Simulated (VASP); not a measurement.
# KF (Fm-3m) in VASP: a series of runs

The runs below take KF through single point, with revPBE, PBE.

Everything below comes from runs of VASP 6.6.1. Logs are shortened: lines on timing, memory, paths and dates and some standing lists are left out, and cuts for length are marked.

## 1. The cell of the first run

It takes space group Fm-3m (No. 225, cubic). Conventional cell: a = 5.309 Å, b = 5.309 Å, c = 5.309 Å, α = 90.00°, β = 90.00°, γ = 90.00°. K (site symmetry m-3m) has 6 F at 2.65 Å within 3.5 Å. F (site symmetry m-3m) has 6 K at 2.65 Å within 3.5 Å.

## 2. Single point, revPBE, collinear spin, ferromagnetic start

INCAR

```
SYSTEM = KF
PREC     = Accurate       ! precision mode
ENCUT    = 520            ! plane-wave cutoff, eV
EDIFF    = 1E-7           ! SCF threshold, eV
ISMEAR   = 0              ! smearing method
SIGMA    = 0.1            ! smearing width, eV
LREAL    = .FALSE.        ! projectors in reciprocal space
LASPH    = .TRUE.         ! aspherical terms in the spheres
NELM     = 150            ! most SCF steps
ALGO     = Normal         ! electronic algorithm
ISIF     = 2              ! what is computed and relaxed
LWAVE    = .FALSE.        ! write WAVECAR
LCHARG   = .FALSE.        ! write CHGCAR
ISPIN    = 2              ! spin polarisation
MAGMOM   = 1.91 2.58      ! initial moments
LORBIT   = 11             ! projections on sites
NUPDOWN  = 6.0            ! fixed moment
GGA      = RE             ! functional
NBANDS   = 19             ! bands
ISYM     = 0
```

KPOINTS

```
Automatic mesh
0
Gamma
  2 2 2
  0 0 0.5
```

POSCAR

```
KF
1.0
    0.0000000000      2.6544134050      2.6544134050
    2.6544134050      0.0000000000      2.6544134050
    2.6544134050      2.6544134050      0.0000000000
K F
1 1
Direct
    0.0000000000      0.0000000000      0.0000000000
    0.5000000000      0.5000000000      0.5000000000
```

Potentials or basis: VASP PAW PBE potentials, release 64 (K_sv, F).

Run with:

```console
cat potpaw_PBE.64/K_sv/POTCAR potpaw_PBE.64/F/POTCAR > POTCAR
mpirun -np 1 vasp_std > vasp.out
```

OUTCAR:

```text
SYSTEM = KF
   PREC = Accurate
   ENCUT = 520
   EDIFF = 1E-7
   ISMEAR = 0
   LREAL = .FALSE.
   LASPH = .TRUE.
   NELM = 150
   ISIF = 2
   ISPIN = 2
   LORBIT = 11
   NUPDOWN = 6.0
   GGA = RE
   ISYM = 0

 ion  position               nearest neighbor table
   1  0.000  0.000  0.000-   2 2.65   2 2.65   2 2.65   2 2.65   2 2.65   2 2.65
   2  0.500  0.500  0.500-   1 2.65   1 2.65   1 2.65   1 2.65   1 2.65   1 2.65

IMPORTANT INFORMATION: All symmetrisations will be switched off!
NOSYMM: (Re-)initialisation of all symmetry stuff for point group C_1.

----------------------------------------------------------------------------------------

                                     Primitive cell

  volume of cell :      37.4055

  direct lattice vectors                    reciprocal lattice vectors
     0.000000000  2.654413405  2.654413405    -0.188365535  0.188365535  0.188365535
     2.654413405  0.000000000  2.654413405     0.188365535 -0.188365535  0.188365535
     2.654413405  2.654413405  0.000000000     0.188365535  0.188365535 -0.188365535

  length of vectors
     3.753907437  3.753907437  3.753907437     0.326258676  0.326258676  0.326258676

  position of ions in fractional coordinates (direct lattice)
     0.000000000  0.000000000  0.000000000
     0.500000000  0.500000000  0.500000000

  ion indices of the primitive-cell ions
   primitive index   ion index
                 1           1
                 2           2

----------------------------------------------------------------------------------------

 KPOINTS: Automatic mesh

Automatic generation of k-mesh.
 Grid dimensions read from file:
 generate k-points for:    2    2    2

 Generating k-lattice:

  Cartesian coordinates                     Fractional coordinates (reciprocal lattice)
    -0.094182767  0.094182767  0.094182767     0.500000000  0.000000000  0.000000000
     0.094182767 -0.094182767  0.094182767     0.000000000  0.500000000  0.000000000
     0.094182767  0.094182767 -0.094182767     0.000000000  0.000000000  0.500000000

  Length of vectors
     0.163129338  0.163129338  0.163129338

  Shift w.r.t. Gamma in fractional coordinates (k-lattice)
     0.000000000  0.000000000  0.500000000

 Subroutine IBZKPT returns following result:
 ===========================================

 Found     16 irreducible k-points:

 Following reciprocal coordinates:
            Coordinates               Weight
  0.000000  0.000000  0.250000      2.000000
  0.250000  0.000000  0.000000      2.000000
  0.000000  0.250000  0.000000      2.000000
  0.250000  0.250000  0.250000      2.000000
  0.500000  0.000000  0.250000      2.000000
  0.250000  0.500000  0.000000      2.000000
[... 8 lines left out ...]
 -0.250000  0.250000  0.250000      2.000000
  0.250000  0.000000  0.500000      2.000000
   k-points           NKPTS =     16   k-points in BZ     NKDIM =     16   number of bands    NBANDS=     19
   number of dos      NEDOS =    301   number of ions     NIONS =      2
   total plane-waves  NPLWV =  21952
   dimension x,y,z NGX =    28 NGY =   28 NGZ =   28
   dimension x,y,z NGXF=    56 NGYF=   56 NGZF=   56
   ions per type =               1   1
   NGX,Y,Z   is equivalent  to a cutoff of  12.40, 12.40, 12.40 a.u.
   NGXF,Y,Z  is equivalent  to a cutoff of  24.80, 24.80, 24.80 a.u.
 SYSTEM =  KF
   PREC   = accura    normal or accurate (medium, high low for compatibility)
   ISTART =      0    job   : 0-new  1-cont  2-samecut
   ICHARG =      2    charge: 1-file 2-atom 10-const
   ISPIN  =      2    spin polarized calculation?
   LNONCOLLINEAR =      F non collinear calculations
   LSORBIT =      F    spin-orbit coupling
   LASPH  =      T    aspherical Exc in radial PAW
   ENCUT  =  520.0 eV  38.22 Ry    6.18 a.u.   6.98  6.98  6.98*2*pi/ulx,y,z
   NELM   =    150;   NELMIN=  2; NELMDL= -5     # of ELM steps
   EDIFF  = 0.1E-06   stopping-criterion for ELM
   LREAL  =      F    real-space projection
   EDIFFG = 0.1E-05   stopping-criterion for IOM
   NSW    =      0    number of steps for IOM
   IBRION =     -1    ionic relax: 0-MD 1-quasi-New 2-CG
   NFREE  =      0    steps in history (QN), initial steepest desc. (CG)
   ISIF   =      2    stress and relaxation
   ISYM   =      0    0-nonsym 1-usesym 2-fastsym
   POTIM  = 0.5000    time-step for ionic-motion
   TEBEG  =    0.0;   TEEND  =   0.0 temperature during run
   PSTRESS=    0.0 pullay stress
   NELECT =      16.0000    total number of electrons
   NUPDOWN=       6.0000    fix difference up-down
   EMIN   =  10.00;   EMAX   =-10.00  energy-range for DOS
   EFERMI =   0.00;   METHOD = LEGACY
   ISMEAR =     0;   SIGMA  =   0.10  broadening in eV -4-tet -1-fermi 0-gaus
   EFERMI_NEDOS =   21; number of points for ismear=-14 and -15
   IALGO  =     38    algorithm
   IMIX   =      4    mixing-type and parameters
     AMIX     =   0.40;   BMIX     =  1.00
     AMIX_MAG =   1.60;   BMIX_MAG =  1.00
  volume/ion in A,a.u.               =      18.70       126.21
  Fermi-wavevector in a.u.,A,eV,Ry     =   1.233492  2.330962 20.701292  1.521502
  Thomas-Fermi vector in A             =   2.368220
   LORBIT       =     11    0 simple, 1 ext, 2 COOP (PROOUT), +10 PAW based schemes
   GGA     = RE    functional components
   LHFCALC =     F    Hartree Fock is set to
   AEXX    =    0.0000 exact exchange contribution
   IVDW    =     0    specifies the selected vdW correction
   LEPSILON=     F    determine dielectric tensor
   LRPA    =     F    only Hartree local field effects (RPA)
 spin polarized calculation
 Gauss-broadening in eV      SIGMA  =   0.10
  energy-cutoff  :      520.00
  volume of cell :       37.41
 maximum number of plane-waves:      1012
   NGX = 13   NGY = 13   NGZ = 13

 number of electron      16.0000009 magnetization       6.0000105

 Free energy of the ion-electron system (eV)
  ---------------------------------------------------
  ext. energy  EPLUGINS =         0.00000000
  ---------------------------------------------------
  free energy    TOTEN  =        32.62107727 eV

  energy without entropy =       32.63518201  energy(sigma->0) =       32.62812964

 E-fermi : -11.1057     XC(G=0):  -9.4650

 val. band max:        7.3063902314   @ k =   0.2500   0.2500   0.2500
 cond. band min:     -10.6644668402   @ k =   0.2500   0.2500   0.2500
 fundamental gap:    -17.9708570716
 Fermi energy:         7.3063930456

 spin component 1

 k-point     1 :       0.0000    0.0000    0.2500
  band No.  band energies     occupation
      1     -34.4761      1.00000
      2     -30.0851      1.00000
      3     -15.4307      1.00000
      4     -15.4054      1.00000
      5     -15.4051      1.00000
      6     -13.3418      1.00000
[... 11 lines left out ...]
     18      17.2014      0.00000
     19      18.0521      0.00000

 k-point     2 :       0.2500    0.0000    0.0000
  band No.  band energies     occupation
      1     -34.4761      1.00000
      2     -30.0851      1.00000
      3     -15.4307      1.00000
      4     -15.4053      1.00000
      5     -15.4053      1.00000
      6     -13.3418      1.00000
[... 11 lines left out ...]
     18      17.2014      0.00000
     19      18.0521      0.00000

 k-point     3 :       0.0000    0.2500    0.0000
  band No.  band energies     occupation
      1     -34.4761      1.00000
      2     -30.0851      1.00000
      3     -15.4307      1.00000
      4     -15.4054      1.00000
      5     -15.4051      1.00000
      6     -13.3418      1.00000
[... 11 lines left out ...]
     18      17.2014      0.00000
     19      18.0521      0.00000

 k-point     4 :       0.2500    0.2500    0.2500
  band No.  band energies     occupation
      1     -34.4761      1.00000
      2     -30.0851      1.00000
      3     -15.4306      1.00000
      4     -15.4054      1.00000
      5     -15.4053      1.00000
      6     -13.3419      1.00000
[... 219 lines left out ...]
      6     -13.3280      1.00000
[... 11 lines left out ...]
     18      17.1366      0.00000
     19      19.4547      0.00000

 k-point    15 :      -0.2500    0.2500    0.2500
  band No.  band energies     occupation
      1     -34.4475      1.00000
      2     -30.0731      1.00000
      3     -15.6546      1.00000
      4     -15.5219      1.00000
      5     -15.4973      1.00000
      6     -13.3280      1.00000
[... 11 lines left out ...]
     18      17.1365      0.00000
     19      19.4818      0.00000

 k-point    16 :       0.2500    0.0000    0.5000
  band No.  band energies     occupation
      1     -34.4475      1.00000
      2     -30.0731      1.00000
      3     -15.6544      1.00000
      4     -15.5221      1.00000
      5     -15.4973      1.00000
      6     -13.3280      1.00000
[... 11 lines left out ...]
     18      17.1366      0.00000
     19      19.4634      0.00000
 Fermi energy:       -11.1057394589

 spin component 2

 k-point     1 :       0.0000    0.0000    0.2500
  band No.  band energies     occupation
      1     -30.1025      1.00000
      2     -28.0348      1.00000
      3     -11.6816      1.00000
      4     -11.5655      1.00000
      5     -11.5655      1.00000
      6     -10.6644      0.00000
[... 11 lines left out ...]
     18      19.5893      0.00000
     19      20.9927      0.00000

 k-point     2 :       0.2500    0.0000    0.0000
  band No.  band energies     occupation
      1     -30.1025      1.00000
      2     -28.0348      1.00000
      3     -11.6816      1.00000
      4     -11.5655      1.00000
      5     -11.5655      1.00000
      6     -10.6644      0.00000
[... 11 lines left out ...]
     18      19.5893      0.00000
     19      20.9927      0.00000

 k-point     3 :       0.0000    0.2500    0.0000
  band No.  band energies     occupation
      1     -30.1025      1.00000
      2     -28.0348      1.00000
      3     -11.6816      1.00000
      4     -11.5655      1.00000
      5     -11.5655      1.00000
      6     -10.6644      0.00000
[... 11 lines left out ...]
     18      19.5893      0.00000
     19      20.9927      0.00000

 k-point     4 :       0.2500    0.2500    0.2500
  band No.  band energies     occupation
      1     -30.1025      1.00000
      2     -28.0348      1.00000
      3     -11.6816      1.00000
      4     -11.5655      1.00000
      5     -11.5655      1.00000
      6     -10.6645      0.00000
[... 231 lines left out ...]
     18      19.8105      0.00000
     19      21.9577      0.00000

 k-point    15 :      -0.2500    0.2500    0.2500
  band No.  band energies     occupation
      1     -30.0315      1.00000
      2     -28.0673      1.00000
      3     -12.1482      1.00000
      4     -11.8826      1.00000
      5     -11.8052      1.00000
      6     -10.4748      0.00000
[... 11 lines left out ...]
     18      19.8105      0.00000
     19      21.9294      0.00000

 k-point    16 :       0.2500    0.0000    0.5000
  band No.  band energies     occupation
      1     -30.0315      1.00000
      2     -28.0673      1.00000
      3     -12.1482      1.00000
      4     -11.8826      1.00000
      5     -11.8052      1.00000
      6     -10.4747      0.00000
[... 11 lines left out ...]
     18      19.8105      0.00000
     19      21.9577      0.00000

------------------------ aborting loop because EDIFF is reached ----------------------------------------

  FORCE on cell =-STRESS in cart. coord.  units (eV):
  Direction    XX          YY          ZZ          XY          YZ          ZX
  --------------------------------------------------------------------------------------
  -------------------------------------------------------------------------------------
  Total        6.0973772      6.0968067      6.0969070      0.0000387      0.0000373      0.0000403
  in kB      261.1667968    261.1423623    261.1466587      0.0016574      0.0015971      0.0017244
  external PRESSURE =     261.1519392 kB  Pullay stress =       0.0000000 kB

 VOLUME and BASIS-vectors are now :
 -----------------------------------------------------------------------------
  energy-cutoff  :      520.00
  volume of cell :       37.41
      direct lattice vectors                 reciprocal lattice vectors
     0.000000000  2.654413405  2.654413405    -0.188365535  0.188365535  0.188365535
     2.654413405  0.000000000  2.654413405     0.188365535 -0.188365535  0.188365535
     2.654413405  2.654413405  0.000000000     0.188365535  0.188365535 -0.188365535

 POSITION                                       TOTAL-FORCE (eV/Angst)
 -----------------------------------------------------------------------------------
      0.00000      0.00000      0.00000         0.000000      0.000000      0.000000
      2.65441      2.65441      2.65441        -0.000000     -0.000000     -0.000000
 -----------------------------------------------------------------------------------
    total drift:                               -0.000002     -0.000000     -0.000001

  FREE ENERGIE OF THE ION-ELECTRON SYSTEM (eV)
  ---------------------------------------------------
  free  energy   TOTEN  =        32.6210772696 eV

  energy  without entropy=       32.6351820089  energy(sigma->0) =       32.62812964

 total charge

# of ion       s       p       d       tot
------------------------------------------
    1        2.006   4.700   0.757   7.462
    2        1.832   3.392   0.000   5.224
--------------------------------------------------
tot          3.838   8.092   0.757  12.686

 magnetization (x)

# of ion       s       p       d       tot
------------------------------------------
    1        0.066   1.022   0.755   1.844
    2        0.047   1.904   0.000   1.951
--------------------------------------------------
tot          0.113   2.926   0.755   3.794
```

Wall time 23 s (1 thread of Intel Xeon 6975P-C (Granite Rapids), shared host); peak memory 0.17 GiB.

What came out:

```
Free energy                                           : 32.6211 eV
Pressure                                              : 26.1 GPa
Net moment                                            : 6.00 μB per cell
Site moments                                          : K +1.84; F +1.95 μB
Valence electrons inside the program's atomic spheres : K 7.46; F 5.22
```

Caveat: the k points lie up to 1.02 Å⁻¹ apart; the moment is held away from its start; the PAW data sets were made with another functional, which shifts forces and pressure a little; the total moment is fixed, so each spin has its own Fermi level.

(Part 1 of 2 ends here.)
